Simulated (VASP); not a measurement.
Al15Co (a cell with a defect), 16 atoms in the cell. The cell holds a defect, 16 atoms: a = 7.000 Å, b = 7.000 Å, c = 7.000 Å, α = 109.47°, β = 109.47°, γ = 109.47°. 

| Property | Result |
| --- | --- |
| Program | VASP 6.6.1 |
| Task | single point |
| Functional | PBE |
| Potentials or basis | VASP PAW PBE potentials, release 64 (Co, Al) |
| Cutoff | 520 eV |
| k mesh | 5 × 5 × 5 |
| Occupations | methfessel-paxton, width 0.1 eV |
| Spin | collinear spin, ferromagnetic start |
| Starting moments | [3.0, 0.0, 0.0, 0.0, 0.0, 0.0, 0.0, 0.0, 0.0, 0.0, 0.0, 0.0, 0.0, 0.0, 0.0, 0.0] μB |
| Dipole correction | no |
| Further INCAR settings | LREAL = Auto; ALGO = Fast; EDIFF = 1e-07; NBANDS = 45 |

Potentials or basis: VASP PAW PBE potentials, release 64 (Co, Al).

Launch:

```bash
$ cat potpaw_PBE.64/Co/POTCAR potpaw_PBE.64/Al/POTCAR > POTCAR
$ mpirun -np 1 vasp_std > vasp.out
```

Hardware: 1 thread of Intel(R) Xeon(R) Platinum 8375C CPU @ 2.90GHz (Ice Lake), on a shared host.

Q: Estimate the wall time of this run.

A: Run time: 29 min on 1 thread of Intel(R) Xeon(R) Platinum 8375C CPU @ 2.90GHz (Ice Lake), on a shared host, peak memory 0.58 GiB. Counts: scf iterations 48, k points 10.
